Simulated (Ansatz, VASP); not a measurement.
Given: the input of a run of VASP 6.6.1 on CoO.

File INCAR:

```
  PREC = Accurate
  ENCUT = 700
  EDIFF = 1E-6
  ISMEAR = -1
  SIGMA = 0.05
  LREAL = F
  LASPH = T
  NELM = 200
  ALGO = Normal
  ISIF = 2
  LWAVE = F
  LCHARG = F
  ISPIN = 2
  MAGMOM = 3 0
  LORBIT = 11
  NUPDOWN = 3.0
  LMAXMIX = 4
  GGA = PE
  NBANDS = 22
  GGA_COMPAT = F
```

KPOINTS

```
regular mesh
0
Gamma
  9 9 9
```

Contents of POSCAR:

```
CoO
1.0
    0.0000000000      2.1315000000      2.1315000000
    2.1315000000      0.0000000000      2.1315000000
    2.1315000000      2.1315000000      0.0000000000
Co O
1 1
Direct
    0.0000000000      0.0000000000      0.0000000000
    0.5000000000      0.5000000000      0.5000000000
```

Potentials or basis: VASP PAW PBE potentials, release 64 (Co_sv, O).

Run with:

```sh
$ cat potpaw_PBE.64/Co_sv/POTCAR potpaw_PBE.64/O/POTCAR > POTCAR
$ mpirun -np 1 vasp_std > vasp.out
```

Problem. Set up the same calculation for Ansatz 0.2.0. Potentials there: Ansatz PAW.

Solution. As run (the cutoff follows the program's own potentials):

Contents of input.yaml:

```yaml
crystal:
  lattice:
    - [0.0, 2.1315, 2.1315]
    - [2.1315, 0.0, 2.1315]
    - [2.1315, 2.1315, 0.0]
  atoms:
    - { symbol: Co, position: [0.0, 0.0, 0.0], spin: 3.0 }
    - { symbol: O, position: [0.5, 0.5, 0.5] }
hamiltonian:
  xc: pbe
  pseudopotentials: { kind: paw }
magnetization:
  spin_polarized: true
  initial_magnetization: 3.0
  spin_locking: { lock_magnetization: hard }
kpoints:
  mp_grid: { grid: [9, 9, 9] }
scf:
  occupations: { method: fermi_dirac, width: 0.05 }
  lower_state_search: "off"
output:
  forces: true
  stress: true
  eigenvalues: true
```

Potentials or basis: Ansatz PAW.

Run with:

```console
$ ansatz run input.yaml --threads 2 --pin off --max-ram 5632MiB --backend cpu --events-out ev --progress --plain --runs-dir out
```

Both were run:

|  | VASP | Ansatz | Ansatz less VASP |
| --- | --- | --- | --- |
| pressure (GPa) | -2.2 | -1.2 | +1.02 |
| net moment per atom (μB) | 1.50 | 1.50 | 0.000 |
| size of the moment on the site where the two differ most (μB) | 2.57 | 2.54 | -0.033 |

Site moments also hang on the region over which each program counts them. The functional is the same, so the differences come from potentials, cutoffs and numerics.
